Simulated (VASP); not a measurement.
A run of VASP 6.6.1 is set up as follows.

The input INCAR:

```
SYSTEM = TiAl2
ALGO = Fast
EDIFF = 1E-6
ENCUT = 520
GGA = PS
ISIF = 2
ISMEAR = 0
LASPH = .True.
LCHARG = .False.
LREAL = .False.
LWAVE = .False.
NBANDS = 27
NELM = 80
PREC = Accurate
SIGMA = 0.2
```

Contents of KPOINTS:

```
k-points
0
Gamma
  10 10 10
  0 0 0
```

File POSCAR:

```
TiAl2
1.0
    1.9795500000     -6.0472000000      0.0000000000
    1.9795500000      6.0472000000      0.0000000000
    0.0000000000      0.0000000000      4.0315000000
Ti Al
2 4
Direct
    0.6490000000      0.3510000000      0.0000000000
    0.3510000000      0.6490000000      0.0000000000
    0.0000000000      0.0000000000      0.0000000000
    0.8240000000      0.1760000000      0.5000000000
    0.1760000000      0.8240000000      0.5000000000
    0.5000000000      0.5000000000      0.5000000000
```

Potentials or basis: VASP PAW PBE potentials, release 64 (Ti_sv, Al).

Command:

```sh
$ cat potpaw_PBE.64/Ti_sv/POTCAR potpaw_PBE.64/Al/POTCAR > POTCAR
$ mpirun -np 1 vasp_std > vasp.out
```

(1) Predict the band gap on the k mesh.

(2) Estimate the largest force.

(3) Predict the pressure.

## Answers

(1) zero (bands 18 and 19 overlap by 1.05 eV).

(2) 0.861 eV/Å.

(3) -2.7 GPa.

Caveat: the PAW data sets were made with another functional, which shifts forces and pressure a little.
